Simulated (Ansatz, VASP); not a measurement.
**Rh in VASP and in Ansatz**

Contents of INCAR:

```
  PREC = Accurate
  ENCUT = 520
  EDIFF = 1E-6
  ISMEAR = 0
  SIGMA = 0.15
  LREAL = F
  LASPH = T
  NELM = 100
  ALGO = Fast
  ISIF = 2
  LWAVE = F
  LCHARG = F
  GGA = PS
  NBANDS = 38
```

The input KPOINTS:

```
Automatic mesh
0
Gamma
  18 18 6
```

Contents of POSCAR:

```
Rh
1.0
    2.7291000000      0.0000000000      0.0000000000
   -1.3645500000      2.3634699295      0.0000000000
    0.0000000000      0.0000000000      8.9602000000
Rh
4
Direct
    0.0000000000      0.0000000000      0.0000000000
    0.3333333333      0.6666666667      0.2500000000
    0.0000000000      0.0000000000      0.5000000000
    0.6666666667      0.3333333333      0.7500000000
```

Input for Ansatz:

```yaml
crystal:
  lattice:
    - [2.7291, 0.0, 0.0]
    - [-1.36455, 2.3634699295, 0.0]
    - [0.0, 0.0, 8.9602]
  atoms:
    - { symbol: Rh, position: [0.0, 0.0, 0.0] }
    - { symbol: Rh, position: [0.3333333333, 0.6666666667, 0.25] }
    - { symbol: Rh, position: [0.0, 0.0, 0.5] }
    - { symbol: Rh, position: [0.6666666667, 0.3333333333, 0.75] }
basis:
  ecutwfc: 420
kpoints:
  mp_grid: { grid: [18, 18, 6] }
hamiltonian:
  xc: pbesol
  pseudopotentials: { kind: paw, azcp: { folder: soft_1 } }
scf:
  occupations: { method: gaussian, width: 0.15 }
output:
  forces: true
  stress: true
  eigenvalues: true
```

Alike in both runs: task single point; functional PBEsol; k mesh 18 × 18 × 6; occupations gaussian, width 0.15 eV; no spin polarisation.

```csv
,VASP,Ansatz
version,VASP 6.6.1,Ansatz 0.2.0
potentials or method,"VASP PAW PBE potentials, release 64 (Rh_pv), cutoff 520 eV","scalar-relativistic, plane waves, PAW"
valence electrons in the cell,60,68
```

VASP gave:

```
gap on the k mesh at the Fermi level (eV)                     : none
pressure (GPa)                                                : -16.3
traceless stress, the component that is largest in VASP (GPa) : -1.34
```

Problem. Estimate Ansatz's values.

Solution. gap on the k mesh at the Fermi level (eV): none; pressure (GPa): -16.3; traceless stress, the component that is largest in VASP (GPa): -1.33.

VASP's potentials were made for PBE, not for PBEsol, and Ansatz warns of the same on its side. A gap of «none» marks a metal or a gap that the smearing closes. VASP's potentials hold 60 valence electrons a cell and Ansatz's 68, so a difference there can come from the potentials and not from the codes.
